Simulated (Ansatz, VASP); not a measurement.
## Sb in VASP and in Ansatz

```
CELL_PARAMETERS angstrom
2.18286 1.26027 3.74400
-2.18286 1.26027 3.74400
0.00000 -2.52055 3.74400
ATOMIC_POSITIONS crystal
Sb 0.23364 0.23364 0.23364
Sb 0.76636 0.76636 0.76636
```

Change from the starting cell: strain +0.015 along x and y, +0.000 along z, atoms carried along.

Alike in both runs: task single point; functional PBEsol; k mesh 12 × 12 × 12; occupations gaussian, width 0.15 eV; no spin polarisation.

|  | VASP | Ansatz |
| --- | --- | --- |
| version | VASP 6.6.1 | Ansatz 0.2.0 |
| potentials or method | VASP PAW PBE potentials, release 64 (Sb), cutoff 520 eV | scalar-relativistic, plane waves, PAW |
| valence electrons in the cell | 10 | 30 |

VASP gave:

| Item | Value |
| --- | --- |
| gap on the k mesh at the Fermi level (eV) | none |
| pressure (GPa) | -1.2 |
| traceless stress, the component that is largest in VASP (GPa) | 0.26 |
| rms of the force components (eV/Å) | 0.052 |

**Question.** Which values does Ansatz return?

**Answer.** gap on the k mesh at the Fermi level (eV): none; pressure (GPa): -1.4; traceless stress, the component that is largest in VASP (GPa): 0.30; rms of the force components (eV/Å): 0.024.

VASP's potentials were made for PBE, not for PBEsol. Atom by atom the forces differ by 0.028 eV/Å (rms over components). A gap of «none» marks a metal or a gap that the smearing closes. VASP's potentials hold 10 valence electrons a cell and Ansatz's 30, so a difference there can come from the potentials and not from the codes.

Neither program's run includes spin-orbit coupling.
